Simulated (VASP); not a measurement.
Here is a VASP 6.6.1 calculation.

The input POSCAR:

```
SiOs2O4
1.0
    0.0000000000      4.2857280000      4.2857280000
    4.2857280000      0.0000000000      4.2857280000
    4.2857280000      4.2857280000      0.0000000000
Si Os O
2 4 8
Direct
    0.1250000000      0.1250000000      0.1250000000
    0.8750000000      0.8750000000      0.8750000000
    0.5000000000      0.5000000000      0.5000000000
    0.0000000000      0.5000000000      0.5000000000
    0.5000000000      0.5000000000      0.0000000000
    0.5000000000      0.0000000000      0.5000000000
    0.2466000000      0.2466000000      0.2466000000
    0.2398000000      0.7534000000      0.7534000000
    0.2466000000      0.2466000000      0.7602000000
    0.7534000000      0.2398000000      0.7534000000
    0.7602000000      0.2466000000      0.2466000000
    0.7534000000      0.7534000000      0.7534000000
    0.2466000000      0.7602000000      0.2466000000
    0.7534000000      0.7534000000      0.2398000000
```

Contents of INCAR.step1:

```
PREC = Accurate
ENCUT = 520
ISMEAR = -1
SIGMA = 0.1
LREAL = F
LASPH = T
NELM = 80
NBANDS = 57
GGA = PE
ALGO = Normal
EDIFF = 1E-4
LWAVE = T
LCHARG = F
```

Contents of INCAR.step2:

```
PREC = Accurate
ENCUT = 520
EDIFF = 1E-7
ISMEAR = -1
SIGMA = 0.1
LREAL = F
LASPH = T
NELM = 80
ALGO = Normal
ISIF = 2
LWAVE = F
LCHARG = F
METAGGA = R2SCAN
LMIXTAU = T
NBANDS = 57
ISTART = 1
```

KPOINTS

```
Automatic mesh
0
Gamma
  7 7 7
```

Potentials or basis: VASP PAW PBE potentials, release 64 (Si, Os, O).

The run is started by

```sh
$ cat potpaw_PBE.64/Si/POTCAR potpaw_PBE.64/Os/POTCAR potpaw_PBE.64/O/POTCAR > POTCAR
$ cp INCAR.step1 INCAR
$ mpirun -np 1 vasp_std > vasp.out
$ cp INCAR.step2 INCAR
$ mpirun -np 1 vasp_std > vasp.out
```

**Question.** What does it give for the band gap on the k mesh?

**Answer.** Zero (bands 44 and 45 overlap by 0.22 eV).

**Question.** What does it give for the largest force?

**Answer.** 1.992 eV/Å.

Forces on the atoms (eV/Å):
```
Si   0.000  0.000  0.000
Si   0.000  0.000  0.000
Os   0.000  0.000  0.000
Os   0.000  0.000  0.000
Os   0.000  0.000  0.000
Os   0.000  0.000  0.000
O   -1.150 -1.150 -1.150
O    1.150 -1.150 -1.150
O    1.150  1.150 -1.150
O   -1.150  1.150 -1.150
O   -1.150  1.150  1.150
O    1.150  1.150  1.150
O    1.150 -1.150  1.150
O   -1.150 -1.150  1.150
```

Caveat: the cell stands under tension; the PAW data sets were made with another functional, which shifts forces and pressure a little; spin-orbit coupling is left out, which moves the levels of the heavy elements.
